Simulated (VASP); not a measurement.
# GaP (zincblende type) (F-43m) in VASP: notebook

Runs on GaP (zincblende type). Level: PBE. Tasks: electric field gradients.

Program: VASP 6.6.1. These are calculated values, not measurements. Logs are shortened: lines on timing, memory, paths and dates and some standing lists are left out, and cuts for length are marked.

### 1 The cell of the first run

Symmetry: F-43m, No. 216, cubic system. Conventional cell: a = 5.506 Å, b = 5.506 Å, c = 5.506 Å, α = 90.00°, β = 90.00°, γ = 90.00°. Within 3.1 Å of Ga (site symmetry -43m) lie 4 P at 2.38 Å. P (site symmetry -43m) has 4 Ga at 2.38 Å within 3.1 Å.

### 2 Electric field gradients, PBE

The input, INCAR:

```
PREC = Accurate ; ENCUT = 520
EDIFF = 1E-8 ; ISMEAR = -1
SIGMA = 0.03 ; LREAL = False
LASPH = True ; NELM = 60
ALGO = Normal ; ISIF = 2
LWAVE = False ; LCHARG = False
GGA = PE ; LEFG = True
NBANDS = 16
```

The input, KPOINTS:

```
Automatic mesh
0
Gamma
  13 13 13
```

The input, POSCAR:

```
GaP
1.0
    0.0000000000      2.7530092219      2.7530092219
    2.7530092219      0.0000000000      2.7530092219
    2.7530092219      2.7530092219      0.0000000000
Ga P
1 1
Direct
    0.0000000000      0.0000000000      0.0000000000
    0.2500000000      0.2500000000      0.2500000000
```

Potentials or basis: VASP PAW PBE potentials, release 64 (Ga_d, P).

Command:

```bash
> cat potpaw_PBE.64/Ga_d/POTCAR potpaw_PBE.64/P/POTCAR > POTCAR
> mpirun -np 1 vasp_std > vasp.out
```

OUTCAR:

```text
PREC = Accurate
   ENCUT = 520
   EDIFF = 1E-8
   ISMEAR = -1
   LREAL = False
   LASPH = True
   NELM = 60
   ISIF = 2
   GGA = PE

 ion  position               nearest neighbor table
   1  0.000  0.000  0.000-   2 2.38   2 2.38   2 2.38   2 2.38
   2  0.250  0.250  0.250-   1 2.38   1 2.38   1 2.38   1 2.38

  LATTYP: Found a face centered cubic cell.
 ALAT       =     5.5060184438

  Lattice vectors:

 A1 = (   0.0000000000,   2.7530092219,   2.7530092219)
 A2 = (   2.7530092219,   0.0000000000,   2.7530092219)
 A3 = (   2.7530092219,   2.7530092219,   0.0000000000)

Analysis of symmetry for initial positions (statically):
=====================================================================
 Subroutine PRICEL returns:
 Original cell was already a primitive cell.

 Routine SETGRP: Setting up the symmetry group for a
 face centered cubic supercell.

 Subroutine GETGRP returns: Found 24 space group operations
 (whereof 24 operations were pure point group operations)
 out of a pool of 48 trial point group operations.

The static configuration has the point symmetry T_d .

Analysis of symmetry for dynamics (positions and initial velocities):
=====================================================================
 Subroutine PRICEL returns:
 Original cell was already a primitive cell.

 Routine SETGRP: Setting up the symmetry group for a
 face centered cubic supercell.

 Subroutine GETGRP returns: Found 24 space group operations
 (whereof 24 operations were pure point group operations)
 out of a pool of 48 trial point group operations.

The dynamic configuration has the point symmetry T_d .

 Subroutine INISYM returns: Found 24 space group operations
 (whereof 24 operations are pure point group operations),
 and found     1 'primitive' translations

----------------------------------------------------------------------------------------

                                     Primitive cell

  volume of cell :      41.7304

  direct lattice vectors                    reciprocal lattice vectors
     0.000000000  2.753009222  2.753009222    -0.181619442  0.181619442  0.181619442
     2.753009222  0.000000000  2.753009222     0.181619442 -0.181619442  0.181619442
     2.753009222  2.753009222  0.000000000     0.181619442  0.181619442 -0.181619442

  length of vectors
     3.893342979  3.893342979  3.893342979     0.314574102  0.314574102  0.314574102

  position of ions in fractional coordinates (direct lattice)
     0.000000000  0.000000000  0.000000000
     0.250000000  0.250000000  0.250000000

  ion indices of the primitive-cell ions
   primitive index   ion index
                 1           1
                 2           2

----------------------------------------------------------------------------------------

 KPOINTS: Automatic mesh

Automatic generation of k-mesh.
 Grid dimensions read from file:
 generate k-points for:   13   13   13

 Generating k-lattice:

  Cartesian coordinates                     Fractional coordinates (reciprocal lattice)
    -0.013970726  0.013970726  0.013970726     0.076923077  0.000000000  0.000000000
     0.013970726 -0.013970726  0.013970726     0.000000000  0.076923077  0.000000000
     0.013970726  0.013970726 -0.013970726     0.000000000  0.000000000  0.076923077

  Length of vectors
     0.024198008  0.024198008  0.024198008

  Shift w.r.t. Gamma in fractional coordinates (k-lattice)
     0.000000000  0.000000000  0.000000000

 Subroutine IBZKPT returns following result:
 ===========================================

 Found     84 irreducible k-points:

 Following reciprocal coordinates:
            Coordinates               Weight
  0.000000  0.000000  0.000000      1.000000
  0.076923  0.000000  0.000000      8.000000
  0.153846  0.000000  0.000000      8.000000
  0.230769  0.000000  0.000000      8.000000
  0.307692  0.000000  0.000000      8.000000
  0.384615  0.000000  0.000000      8.000000
[... 16 lines left out ...]
  0.384615  0.153846  0.000000     24.000000
  0.461538  0.153846  0.000000     24.000000
 [... further k-points ...]
   k-points           NKPTS =     84   k-points in BZ     NKDIM =     84   number of bands    NBANDS=     16
   number of dos      NEDOS =    301   number of ions     NIONS =      2
   total plane-waves  NPLWV =  27000
   dimension x,y,z NGX =    30 NGY =   30 NGZ =   30
   dimension x,y,z NGXF=    60 NGYF=   60 NGZF=   60
   ions per type =               1   1
   NGX,Y,Z   is equivalent  to a cutoff of  12.81, 12.81, 12.81 a.u.
   NGXF,Y,Z  is equivalent  to a cutoff of  25.62, 25.62, 25.62 a.u.
 SYSTEM =  unknown system
   PREC   = accura    normal or accurate (medium, high low for compatibility)
   ISTART =      0    job   : 0-new  1-cont  2-samecut
   ICHARG =      2    charge: 1-file 2-atom 10-const
   ISPIN  =      1    spin polarized calculation?
   LNONCOLLINEAR =      F non collinear calculations
   LSORBIT =      F    spin-orbit coupling
   LASPH  =      T    aspherical Exc in radial PAW
   ENCUT  =  520.0 eV  38.22 Ry    6.18 a.u.   7.24  7.24  7.24*2*pi/ulx,y,z
   NELM   =     60;   NELMIN=  2; NELMDL= -5     # of ELM steps
   EDIFF  = 0.1E-07   stopping-criterion for ELM
   LREAL  =      F    real-space projection
   EDIFFG = 0.1E-06   stopping-criterion for IOM
   NSW    =      0    number of steps for IOM
   IBRION =     -1    ionic relax: 0-MD 1-quasi-New 2-CG
   NFREE  =      0    steps in history (QN), initial steepest desc. (CG)
   ISIF   =      2    stress and relaxation
   ISYM   =      2    0-nonsym 1-usesym 2-fastsym
   POTIM  = 0.5000    time-step for ionic-motion
   TEBEG  =    0.0;   TEEND  =   0.0 temperature during run
   PSTRESS=    0.0 pullay stress
   NELECT =      18.0000    total number of electrons
   NUPDOWN=      -1.0000    fix difference up-down
   EMIN   =  10.00;   EMAX   =-10.00  energy-range for DOS
   EFERMI =   0.00;   METHOD = LEGACY
   ISMEAR =    -1;   SIGMA  =   0.03  broadening in eV -4-tet -1-fermi 0-gaus
   EFERMI_NEDOS =   21; number of points for ismear=-14 and -15
   IALGO  =     38    algorithm
   IMIX   =      4    mixing-type and parameters
     AMIX     =   0.40;   BMIX     =  1.00
     AMIX_MAG =   1.60;   BMIX_MAG =  1.00
  volume/ion in A,a.u.               =      20.87       140.81
  Fermi-wavevector in a.u.,A,eV,Ry     =   1.236938  2.337474 20.817133  1.530016
  Thomas-Fermi vector in A             =   2.371526
   LORBIT       =      0    0 simple, 1 ext, 2 COOP (PROOUT), +10 PAW based schemes
   GGA     = PE    functional components
[... 5 lines left out ...]
 non-spin polarized calculation
  energy-cutoff  :      520.00
  volume of cell :       41.73
 maximum number of plane-waves:      1139
 NGX is ok and might be reduce to    30
   NGX = 15   NGY = 15   NGZ = 15

 number of electron      18.0000003 magnetization

 Free energy of the ion-electron system (eV)
  ---------------------------------------------------
  ext. energy  EPLUGINS =         0.00000000
  ---------------------------------------------------
  free energy    TOTEN  =        -9.12802817 eV

  energy without entropy =       -9.12802817  energy(sigma->0) =       -9.12802817

 E-fermi :   4.9762     XC(G=0):  -9.6956

 val. band max:        4.3456005603   @ k =   0.0000   0.0000   0.0000
 cond. band min:       5.9218553995   @ k =   0.0000   0.0000   0.0000
 fundamental gap:      1.5762548391
 Fermi energy:         4.9762254501

 k-point     1 :       0.0000    0.0000    0.0000
  band No.  band energies     occupation
      1     -10.1558      2.00000
      2     -10.1558      2.00000
      3     -10.1558      2.00000
      4     -10.0650      2.00000
      5     -10.0650      2.00000
      6      -7.9214      2.00000
[... 8 lines left out ...]
     15      14.0911      0.00000
     16      14.0911      0.00000

 k-point     2 :       0.0769    0.0000    0.0000
  band No.  band energies     occupation
      1     -10.1605      2.00000
      2     -10.1541      2.00000
      3     -10.1541      2.00000
      4     -10.0650      2.00000
      5     -10.0650      2.00000
      6      -7.8472      2.00000
[... 8 lines left out ...]
     15      13.7842      0.00000
     16      13.7842      0.00000

 k-point     3 :       0.1538    0.0000    0.0000
  band No.  band energies     occupation
      1     -10.1730      2.00000
      2     -10.1496      2.00000
      3     -10.1496      2.00000
      4     -10.0649      2.00000
      5     -10.0649      2.00000
      6      -7.6291      2.00000
[... 8 lines left out ...]
     15      13.3422      0.00000
     16      14.1845      0.00000

 k-point     4 :       0.2308    0.0000    0.0000
  band No.  band energies     occupation
      1     -10.1896      2.00000
      2     -10.1439      2.00000
      3     -10.1439      2.00000
      4     -10.0642      2.00000
      5     -10.0642      2.00000
      6      -7.2811      2.00000
[... 8 lines left out ...]
     15      13.2441      0.00000
     16      14.2693      0.00000

 k-point     5 :       0.3077    0.0000    0.0000
  band No.  band energies     occupation
      1     -10.2063      2.00000
      2     -10.1387      2.00000
      3     -10.1387      2.00000
      4     -10.0625      2.00000
      5     -10.0625      2.00000
      6      -6.8340      2.00000
[... 8 lines left out ...]
     15      13.6815      0.00000
     16      13.9846      0.00000

 k-point     6 :       0.3846    0.0000    0.0000
  band No.  band energies     occupation
      1     -10.2195      2.00000
      2     -10.1351      2.00000
      3     -10.1351      2.00000
      4     -10.0602      2.00000
      5     -10.0602      2.00000
      6      -6.3571      2.00000
[... 8 lines left out ...]
     15      14.5885      0.00000
     16      14.5885      0.00000
[... 267 lines left out ...]
 k-point    21 :       0.2308    0.1538    0.0000
  band No.  band energies     occupation
      1     -10.1969      2.00000
      2     -10.1382      2.00000
      3     -10.1373      2.00000
      4     -10.0729      2.00000
      5     -10.0589      2.00000
      6      -7.2740      2.00000
[... 8 lines left out ...]
     15      14.5206      0.00000
     16      15.5715      0.00000

 k-point    22 :       0.3077    0.1538    0.0000
  band No.  band energies     occupation
      1     -10.2099      2.00000
      2     -10.1340      2.00000
      3     -10.1314      2.00000
      4     -10.0737      2.00000
      5     -10.0571      2.00000
      6      -6.8971      2.00000
[... 8 lines left out ...]
     15      14.7583      0.00000
     16      15.7262      0.00000

 k-point    23 :       0.3846    0.1538    0.0000
  band No.  band energies     occupation
      1     -10.2210      2.00000
      2     -10.1312      2.00000
      3     -10.1271      2.00000
      4     -10.0723      2.00000
      5     -10.0558      2.00000
      6      -6.4412      2.00000
[... 8 lines left out ...]
     15      15.4186      0.00000
     16      15.5284      0.00000

 k-point    24 :       0.4615    0.1538    0.0000
  band No.  band energies     occupation
      1     -10.2285      2.00000
      2     -10.1298      2.00000
      3     -10.1249      2.00000
      4     -10.0691      2.00000
      5     -10.0559      2.00000
      6      -5.9975      2.00000
[... 8 lines left out ...]
     15      16.0030      0.00000
     16      16.1092      0.00000

 [... further k-points ...]
[... 5 lines left out ...]
  --------------------------------------------------------------------------------------
  -------------------------------------------------------------------------------------
  Total       -0.0002546     -0.0002546     -0.0002546      0.0000000      0.0000000     -0.0000000
  in kB       -0.0097761     -0.0097761     -0.0097761      0.0000000      0.0000000     -0.0000000
  external PRESSURE =      -0.0097761 kB  Pullay stress =       0.0000000 kB

 VOLUME and BASIS-vectors are now :
 -----------------------------------------------------------------------------
  energy-cutoff  :      520.00
  volume of cell :       41.73
      direct lattice vectors                 reciprocal lattice vectors
     0.000000000  2.753009222  2.753009222    -0.181619442  0.181619442  0.181619442
     2.753009222  0.000000000  2.753009222     0.181619442 -0.181619442  0.181619442
     2.753009222  2.753009222  0.000000000     0.181619442  0.181619442 -0.181619442

 POSITION                                       TOTAL-FORCE (eV/Angst)
 -----------------------------------------------------------------------------------
      0.00000      0.00000      0.00000         0.000000      0.000000      0.000000
      1.37650      1.37650      1.37650        -0.000000     -0.000000     -0.000000
 -----------------------------------------------------------------------------------
    total drift:                                0.000002      0.000002      0.000002

  FREE ENERGIE OF THE ION-ELECTRON SYSTEM (eV)
  ---------------------------------------------------
  free  energy   TOTEN  =        -9.1280281694 eV

  energy  without entropy=       -9.1280281694  energy(sigma->0) =       -9.12802817

 Electric field gradients (V/A^2)
---------------------------------------------------------------------
 ion       V_xx      V_yy      V_zz      V_xy      V_xz      V_yz
---------------------------------------------------------------------
   1       0.000    -0.000    -0.000    -0.002    -0.002    -0.002
   2      -0.000    -0.000     0.000    -0.000    -0.000    -0.000
---------------------------------------------------------------------

 Electric field gradients after diagonalization (V/A^2)
 (convention: |V_zz| > |V_xx| > |V_yy|)
----------------------------------------------------------------------
 ion       V_xx      V_yy      V_zz     asymmetry (V_yy - V_xx)/ V_zz
----------------------------------------------------------------------
   1       0.002     0.002    -0.005       0.000
   2       0.000     0.000    -0.001       0.000
----------------------------------------------------------------------

           NMR quadrupolar parameters

 Cq : quadrupolar parameter    Cq=e*Q*V_zz/h
 eta: asymmetry parameters     (V_yy - V_xx)/ V_zz
 Q  : nuclear electric quadrupole moment in mb (millibarn)
----------------------------------------------------------------------
 ion       Cq(MHz)       eta       Q (mb)
----------------------------------------------------------------------
   1      -0.000       0.000       1.000
   2      -0.000       0.000       1.000
----------------------------------------------------------------------
```

Wall time 86 s (1 thread of AMD EPYC 7R13, shared host); peak memory 0.17 GiB.

Results:

```yaml
Free_energy: -9.1280 eV
Pressure: 0.0 GPa
Band_gap_on_the_k_mesh: 1.58 eV, direct
```

Caveat: without QUAD_EFG the Cq values of the log hold for a quadrupole moment of 1 mb, not for the nuclei. Expect the measured gap to be larger: semilocal functionals such as PBE lack the derivative discontinuity.

### 3 Electric field gradients, PBE

The input, INCAR:

```
SYSTEM = GaP
  PREC = Accurate
  ENCUT = 520
  EDIFF = 1E-8
  ISMEAR = -1
  SIGMA = 0.03
  LREAL = .False.
  LASPH = .True.
  NELM = 60
  ALGO = Normal
  ISIF = 2
  LWAVE = .False.
  LCHARG = .False.
  GGA = PE
  LEFG = .True.
  NBANDS = 16
```

The input, KPOINTS:

```
regular mesh
0
Gamma
  13 13 13
  0 0 0
```

POSCAR is that of step 2.

Potentials or basis: VASP PAW PBE potentials, release 64 (Ga_d, P).

Command:

```bash
> cat potpaw_PBE.64/Ga_d/POTCAR potpaw_PBE.64/P/POTCAR > POTCAR
> mpirun -np 1 vasp_std > vasp.out
```

OUTCAR:

```text
SYSTEM = GaP
   PREC = Accurate
   ENCUT = 520
   EDIFF = 1E-8
   ISMEAR = -1
   LREAL = .False.
   LASPH = .True.
   NELM = 60
   ISIF = 2
   GGA = PE

 ion  position               nearest neighbor table
   1  0.000  0.000  0.000-   2 2.38   2 2.38   2 2.38   2 2.38
   2  0.250  0.250  0.250-   1 2.38   1 2.38   1 2.38   1 2.38

  LATTYP: Found a face centered cubic cell.
 ALAT       =     5.5060184438

  Lattice vectors:

 A1 = (   0.0000000000,   2.7530092219,   2.7530092219)
 A2 = (   2.7530092219,   0.0000000000,   2.7530092219)
[... 668 lines left out ...]
  ---------------------------------------------------
  free  energy   TOTEN  =        -9.1280281694 eV

  energy  without entropy=       -9.1280281694  energy(sigma->0) =       -9.12802817

 Electric field gradients (V/A^2)
---------------------------------------------------------------------
 ion       V_xx      V_yy      V_zz      V_xy      V_xz      V_yz
---------------------------------------------------------------------
   1       0.000    -0.000    -0.000    -0.002    -0.002    -0.002
   2      -0.000    -0.000     0.000    -0.000    -0.000    -0.000
---------------------------------------------------------------------

 Electric field gradients after diagonalization (V/A^2)
 (convention: |V_zz| > |V_xx| > |V_yy|)
----------------------------------------------------------------------
 ion       V_xx      V_yy      V_zz     asymmetry (V_yy - V_xx)/ V_zz
----------------------------------------------------------------------
   1       0.002     0.002    -0.005       0.000
   2       0.000     0.000    -0.001       0.000
----------------------------------------------------------------------

           NMR quadrupolar parameters

 Cq : quadrupolar parameter    Cq=e*Q*V_zz/h
 eta: asymmetry parameters     (V_yy - V_xx)/ V_zz
 Q  : nuclear electric quadrupole moment in mb (millibarn)
----------------------------------------------------------------------
 ion       Cq(MHz)       eta       Q (mb)
----------------------------------------------------------------------
   1      -0.000       0.000       1.000
   2      -0.000       0.000       1.000
----------------------------------------------------------------------
```

stdout:

```text
POSCAR found type information on POSCAR GaP
 POSCAR found :  2 types and       2 ions
 scaLAPACK will be used
 LDA part: xc-table for (Slater+PW92), standard interpolation
 POSCAR, INCAR and KPOINTS ok, starting setup
 FFT: planning ... GRIDC
 FFT: planning ... GRID_SOFT
 FFT: planning ... GRID
 WAVECAR not read
 entering main loop
ion   1

ion   2
```

Run time: 84 s. Hardware: 1 thread of AMD EPYC 7R13, shared host; peak memory 0.17 GiB.

Results:

```yaml
Free_energy: -9.1280 eV
Pressure: 0.0 GPa
Band_gap_on_the_k_mesh: 1.58 eV, direct
```

Levels at points of the mesh, in eV from the valence-band top:
```tsv
k point	band 7	band 8	band 9	band 10	band 11	band 12
(0.00, 0.00, 0.00)	0.00	0.00	0.00	1.58	3.90	3.90
```

Caveat: without QUAD_EFG the Cq values of the log hold for a quadrupole moment of 1 mb, not for the nuclei. As with any semilocal functional, this PBE gap is likely too small.

[end of part 1 of 2]
